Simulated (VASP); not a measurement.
Write the native input for VASP 6.6.1 that does the following.

* Task: single point
* Functional: PBE
* Potentials or basis: VASP PAW PBE potentials, release 64 (Na_pv, F)
* Cutoff: 520 eV
* k mesh: 10 × 10 × 10
* Occupations: gaussian, width 0.05 eV
* Spin: no spin polarisation
* Dipole correction: no
* Further INCAR settings: ALGO = Normal; EDIFF = 1e-06; NBANDS = 14

The structure of NaF lies in POSCAR:

```
NaF
1.0
    0.0000000000      2.4526315871      2.0847368491
    2.4526315871      0.0000000000      2.0847368491
    2.4526315871      2.4526315871      0.0000000000
Na F
1 1
Direct
    0.0000000000      0.0000000000      0.0000000000
    0.5000000000      0.5000000000      0.5000000000
```

This cell differs from its parent crystal: ratio of the length along z to the lengths across it x 0.85, volume and fractional coordinates fixed.

These files were run (other wordings do the same):

INCAR

```
PREC     = Accurate       # precision mode
ENCUT    = 520            # plane-wave cutoff, eV
EDIFF    = 1E-6           # SCF threshold, eV
ISMEAR   = 0              # smearing method
SIGMA    = 0.05           # smearing width, eV
LREAL    = F              # projectors in reciprocal space
LASPH    = T              # aspherical terms in the spheres
NELM     = 80             # most SCF steps
ALGO     = Normal         # electronic algorithm
ISIF     = 2              # what is computed and relaxed
LWAVE    = F              # write WAVECAR
LCHARG   = F              # write CHGCAR
GGA      = PE             # functional
NBANDS   = 14             # bands
```

KPOINTS

```
regular mesh
0
Gamma
  10 10 10
```

Potentials or basis: VASP PAW PBE potentials, release 64 (Na_pv, F).

Command:

```bash
$ cat potpaw_PBE.64/Na_pv/POTCAR potpaw_PBE.64/F/POTCAR > POTCAR
$ mpirun -np 1 vasp_std > vasp.out
```

Results of the run:

* Pressure: 5.5 GPa
* Band gap on the k mesh: 6.20 eV

Caveat: the cell stands under pressure.

Wall time 48 s on 1 thread of AMD EPYC 7R13 (shared host), peak memory 0.13 GiB.
